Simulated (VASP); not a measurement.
# MoS2 (R-3m) in VASP: further runs

The runs below take MoS2 through relaxation of cell and atoms, single point, with PBE+D3(BJ), LDA.

All numbers are computed with VASP 6.6.1; they aren't measurements. Logs are shortened: lines on timing, memory, paths and dates and some standing lists are left out, and cuts for length are marked.

**1. The cell of the first run**

The structure is trigonal, space group R-3m (No. 166). The conventional cell has a = 3.171 Å, b = 3.171 Å, c = 18.345 Å, α = 90.00°, β = 90.00°, γ = 120.00°. Within 3.2 Å of Mo (site symmetry -3m) lie 6 S at 2.39 Å and 6 Mo at 3.17 Å. Within 3.2 Å of S (site symmetry 3m) lie 3 Mo at 2.39 Å and 6 S at 3.17 Å.

**2. Relaxation of cell and atoms, PBE+D3(BJ)**

INCAR reads:

```
SYSTEM = MoS2
PREC = Accurate
ENCUT = 600
EDIFF = 1E-6
ISMEAR = -1
SIGMA = 0.05
LREAL = .False.
LASPH = .True.
NELM = 100
ALGO = Normal
ISIF = 3
LWAVE = .False.
LCHARG = .False.
GGA = PE
IVDW = 12
IBRION = 2
NSW = 60
EDIFFG = -0.01
```

KPOINTS reads:

```
regular mesh
0
Gamma
  10 10 10
  0 0 0
```

POSCAR reads:

```
MoS2
1.0
    1.5855000000      0.9153888518      6.1149966667
   -1.5855000000      0.9153888518      6.1149966667
    0.0000000000     -1.8307777036      6.1149966667
Mo S
1 2
Direct
    0.0000000000      0.0000000000      0.0000000000
    0.2500000000      0.2500000000      0.2500000000
    0.7500000000      0.7500000000      0.7500000000
```

Potentials or basis: VASP PAW PBE potentials, release 64 (Mo_sv, S).

Run with:

```console
cat potpaw_PBE.64/Mo_sv/POTCAR potpaw_PBE.64/S/POTCAR > POTCAR
mpirun -np 1 vasp_std > vasp.out
```

OUTCAR:

```text
SYSTEM = MoS2
   PREC = Accurate
   ENCUT = 600
   EDIFF = 1E-6
   ISMEAR = -1
   LREAL = .False.
   LASPH = .True.
   NELM = 100
   ISIF = 3
   GGA = PE
   IVDW = 12
   IBRION = 2
   NSW = 60
   EDIFFG = -0.01
 IVDW          = 12

 ion  position               nearest neighbor table
   1  0.000  0.000  0.000-   3 2.39   2 2.39   3 2.39   3 2.39   2 2.39   2 2.39
   2  0.250  0.250  0.250-   1 2.39   1 2.39   1 2.39
   3  0.750  0.750  0.750-   1 2.39   1 2.39   1 2.39

  LATTYP: Found a trigonal (rhomboedric) cell.
 ALAT       =     6.3831756386
 COS(alpha) =     0.8766074614

  Lattice vectors:

 A1 = (   1.5855000000,   0.9153888518,   6.1149966667)
 A2 = (  -1.5855000000,   0.9153888518,   6.1149966667)
 A3 = (   0.0000000000,  -1.8307777036,   6.1149966667)

Analysis of symmetry for initial positions (statically):
=====================================================================
 Subroutine PRICEL returns:
 Original cell was already a primitive cell.

 Routine SETGRP: Setting up the symmetry group for a
 trigonal (rhombohedral) supercell.

 Subroutine GETGRP returns: Found 12 space group operations
 (whereof 12 operations were pure point group operations)
 out of a pool of 12 trial point group operations.

The static configuration has the point symmetry D_3d.

Analysis of symmetry for dynamics (positions and initial velocities):
=====================================================================
 Subroutine PRICEL returns:
 Original cell was already a primitive cell.

 Routine SETGRP: Setting up the symmetry group for a
 trigonal (rhombohedral) supercell.

 Subroutine GETGRP returns: Found 12 space group operations
 (whereof 12 operations were pure point group operations)
 out of a pool of 12 trial point group operations.

The dynamic configuration has the point symmetry D_3d.

 Subroutine INISYM returns: Found 12 space group operations
 (whereof 12 operations are pure point group operations),
 and found     1 'primitive' translations

----------------------------------------------------------------------------------------

                                     Primitive cell

  volume of cell :      53.2500

  direct lattice vectors                    reciprocal lattice vectors
     1.585500000  0.915388852  6.114996667     0.315357931  0.182071986  0.054510796
    -1.585500000  0.915388852  6.114996667    -0.315357931  0.182071986  0.054510796
     0.000000000 -1.830777704  6.114996667     0.000000000 -0.364143973  0.054510796

  length of vectors
     6.383175639  6.383175639  6.383175639     0.368201385  0.368201385  0.368201385
[... 82 lines left out ...]
   NELM   =    100;   NELMIN=  2; NELMDL= -5     # of ELM steps
   EDIFF  = 0.1E-05   stopping-criterion for ELM
   LREAL  =      F    real-space projection
   EDIFFG = -.1E-01   stopping-criterion for IOM
   NSW    =     60    number of steps for IOM
   IBRION =      2    ionic relax: 0-MD 1-quasi-New 2-CG
   NFREE  =      1    steps in history (QN), initial steepest desc. (CG)
   ISIF   =      3    stress and relaxation
   ISYM   =      2    0-nonsym 1-usesym 2-fastsym
   POTIM  = 0.5000    time-step for ionic-motion
   TEBEG  =    0.0;   TEEND  =   0.0 temperature during run
   PSTRESS=    0.0 pullay stress
   NELECT =      26.0000    total number of electrons
   NUPDOWN=      -1.0000    fix difference up-down
   EMIN   =  10.00;   EMAX   =-10.00  energy-range for DOS
   EFERMI =   0.00;   METHOD = LEGACY
   ISMEAR =    -1;   SIGMA  =   0.05  broadening in eV -4-tet -1-fermi 0-gaus
   EFERMI_NEDOS =   21; number of points for ismear=-14 and -15
   IALGO  =     38    algorithm
   IMIX   =      4    mixing-type and parameters
     AMIX     =   0.40;   BMIX     =  1.00
     AMIX_MAG =   1.60;   BMIX_MAG =  1.00
  volume/ion in A,a.u.               =      17.75       119.78
  Fermi-wavevector in a.u.,A,eV,Ry     =   1.289118  2.436081 22.610522  1.661826
  Thomas-Fermi vector in A             =   2.421031
   LORBIT       =      0    0 simple, 1 ext, 2 COOP (PROOUT), +10 PAW based schemes
   GGA     = PE    functional components
   LHFCALC =     F    Hartree Fock is set to
   AEXX    =    0.0000 exact exchange contribution
   IVDW    =    12    specifies the selected vdW correction
   LEPSILON=     F    determine dielectric tensor
   LRPA    =     F    only Hartree local field effects (RPA)
 conjugate gradient relaxation of ions
 non-spin polarized calculation
  energy-cutoff  :      600.00
  volume of cell :       53.25
 maximum number of plane-waves:      1800
 NGX is ok and might be reduce to    54
   NGX = 25   NGY = 25   NGZ = 25

--------------------------------------- Ionic step        1  -------------------------------------------

 number of electron      26.0000000 magnetization

 Free energy of the ion-electron system (eV)
  ---------------------------------------------------
  ext. energy  EPLUGINS =         0.00000000
  ---------------------------------------------------
  free energy    TOTEN  =       -20.95316104 eV

  energy without entropy =      -20.94719725  energy(sigma->0) =      -20.95017915

------------------------ aborting loop because EDIFF is reached ----------------------------------------

 Edisp (eV)   -1.28095

 E8    (eV) :    -0.5173
[... 108 lines left out ...]
  FREE ENERGIE OF THE ION-ELECTRON SYSTEM (eV)
  ---------------------------------------------------
  free  energy   TOTEN  =       -22.2713499297 eV

  energy  without entropy=      -22.2652463756  energy(sigma->0) =      -22.26829815

[... ionic steps 4 to 16 ...]

--------------------------------------- Ionic step       17  -------------------------------------------

 number of electron      26.0000000 magnetization

------------------------ aborting loop because EDIFF is reached ----------------------------------------
[... 77 lines left out ...]
--------------------------------------- Ionic step       19  -------------------------------------------

 number of electron      26.0000000 magnetization

 Free energy of the ion-electron system (eV)
  ---------------------------------------------------
  ext. energy  EPLUGINS =         0.00000000
  ---------------------------------------------------
  free energy    TOTEN  =       -20.96341096 eV

  energy without entropy =      -20.95666763  energy(sigma->0) =      -20.96003929

 E-fermi :   8.3349     XC(G=0): -11.1859

 val. band max:        8.3294820769   @ k =   0.5000   0.3000   0.1000
 cond. band min:       8.3527353860   @ k =   0.1000   0.1000   0.1000
 fundamental gap:      0.0232533091
 Fermi energy:         8.3349339011

 k-point     1 :       0.0000    0.0000    0.0000
  band No.  band energies     occupation
      1     -53.3693      2.00000
      2     -27.4595      2.00000
      3     -27.3153      2.00000
      4     -27.3153      2.00000
      5      -6.8817      2.00000
      6      -5.1661      2.00000
[... 457 lines left out ...]
      4     -27.3882      2.00000
      5      -5.0156      2.00000
      6      -4.9004      2.00000
[... 9 lines left out ...]
     16      11.2578      0.00000
     17      12.7741      0.00000

 [... further k-points ...]

------------------------ aborting loop because EDIFF is reached ----------------------------------------

 Edisp (eV)   -1.34290

 E8    (eV) :    -0.5421
[... 26 lines left out ...]
  FREE ENERGIE OF THE ION-ELECTRON SYSTEM (eV)
  ---------------------------------------------------
  free  energy   TOTEN  =       -22.3063135207 eV

  energy  without entropy=      -22.2995701847  energy(sigma->0) =      -22.30294185

 reached required accuracy - stopping structural energy minimisation
```

Run time: 32 min. Hardware: 1 thread of Intel Xeon 6975P-C (Granite Rapids), shared host; peak memory 0.51 GiB.

What came out:

```yaml
Free_energy: -22.3063 eV
Relaxed_volume: 16.96 Å³/atom
Relaxed_cell: a = 6.239 Å, b = 6.239 Å, c = 6.239 Å, α = 29.12°, β = 29.12°, γ = 29.12°
Space_group_after_relaxing_to_0.1_Å: R-3m (No. 166)
Energy_gained_by_relaxing: 24.1 meV/atom
Ionic_steps: 19
Pressure_after_relaxing: 0.1 GPa
Largest_force_after_relaxing: 0.007 eV/Å
Band_gap_on_the_k_mesh: zero (bands 13 and 14 overlap by 0.45 eV)
Dispersion_energy_per_atom: -0.448 eV
```

Forces on the atoms (eV/Å):
```
Mo   0.000  0.000  0.000
S    0.000  0.000 -0.007
S    0.000  0.000  0.007
```

The path:
```
step  energy change (eV)  largest force (eV/Å)  pressure (GPa)  volume (Å³)
   1              0.0000                0.9968            3.87        53.25
   2              0.0568                0.8956           -8.90        56.61
   3             -0.0372                0.2024           -1.56        54.51
   4             -0.0509                0.1382           -0.97        53.67
   5             -0.0550                0.0901           -0.39        52.96
   6             -0.0550                0.0848           -0.30        52.87
   7             -0.0588                0.1558            0.31        52.46
   8             -0.0622                0.2952            1.57        51.64
   9             -0.0634                0.2786            1.46        51.61
  10             -0.0664                0.2298            1.14        51.51
  11             -0.0704                0.1331            0.51        51.31
  12             -0.0705                0.0606           -0.64        50.91
  13             -0.0718                0.0387           -0.06        51.11
  14             -0.0718                0.0331           -0.09        51.10
  15             -0.0719                0.0276           -0.11        51.08
  16             -0.0721                0.0100           -0.16        51.03
  17             -0.0722                0.0258           -0.18        50.94
  18             -0.0722                0.0136           -0.17        50.97
  19             -0.0722                0.0074            0.06        50.89
```

Final structure:
```
CELL_PARAMETERS angstrom
1.56865 0.90566 5.97052
-1.56865 0.90566 5.97052
0.00000 -1.81132 5.97052
ATOMIC_POSITIONS crystal
Mo 0.00000 0.00000 0.00000
S 0.24409 0.24409 0.24409
S 0.75591 0.75591 0.75591
```

Levels at points of the mesh, in eV from the Fermi level:
```csv
k point,band 11,band 12,band 13,band 14,band 15,band 16
"(0.00, 0.00, 0.00)",-1.45,-0.82,-0.82,0.04,0.04,3.18
"(0.50, 0.00, 0.00)",-2.74,-2.01,-1.30,1.34,2.14,3.10
"(0.50, 0.50, 0.00)",-2.84,-2.47,-1.69,1.34,1.79,3.79
"(0.50, 0.50, 0.50)",-0.80,-0.80,-0.16,-0.16,-0.12,3.38
```

**3. Single point, LDA (18.46 Å³/atom)**

This run uses another cell than the first one, of 18.46 Å³/atom.

INCAR reads:

```
ALGO = Normal
EDIFF = 1E-6
ENCUT = 520
GGA = CA
ISIF = 2
ISMEAR = -1
LASPH = True
LCHARG = True
LELF = True
LREAL = False
LVHAR = True
LWAVE = False
NBANDS = 20
NELM = 100
PREC = Accurate
SIGMA = 0.05
```

KPOINTS reads:

```
k-points
0
Gamma
  10 10 10
```

POSCAR reads:

```
MoS2
1.0
    1.6063642348      0.9274348234      6.1954663772
   -1.6063642348      0.9274348234      6.1954663772
    0.0000000000     -1.8548696467      6.1954663772
Mo S
1 2
Direct
    0.0000000000      0.0000000000      0.0000000000
    0.2500000000      0.2500000000      0.2500000000
    0.7500000000      0.7500000000      0.7500000000
```

Potentials or basis: VASP PAW LDA potentials, release 64 (Mo_sv, S).

Run with:

```console
cat potpaw_LDA.64/Mo_sv/POTCAR potpaw_LDA.64/S/POTCAR > POTCAR
mpirun -np 1 vasp_std > vasp.out
```

Wall time 8 min (1 thread of Intel Xeon 8259CL, shared host); peak memory 0.33 GiB.

The run converged. Its results:

```yaml
Free_energy: -23.5986 eV
Pressure: -5.3 GPa
Largest_force: 0.058 eV/Å
Band_gap_on_the_k_mesh: zero (bands 13 and 14 overlap by 0.62 eV)
```

Forces in eV/Å, atoms in the order of the input:
```
Mo   0.000  0.000  0.000
S    0.000  0.000  0.058
S    0.000  0.000 -0.058
```

Stress tensor (GPa, compression positive):
```
-6.59  0.00  0.00
 0.00 -6.59  0.00
 0.00  0.00 -2.82
```

Levels at points of the mesh, in eV from the Fermi level:
```
           k point  band 11  band 12  band 13  band 14  band 15  band 16
(0.00, 0.00, 0.00)    -1.19    -0.99    -0.99    -0.27    -0.27     3.21
(0.50, 0.00, 0.00)    -2.78    -1.86    -1.57     0.94     1.81     3.25
(0.50, 0.50, 0.00)    -2.79    -2.16    -1.77     0.95     1.62     3.66
(0.50, 0.50, 0.50)    -0.99    -0.99    -0.37    -0.37    -0.08     3.32
```

Caveat: the cell stands under tension.
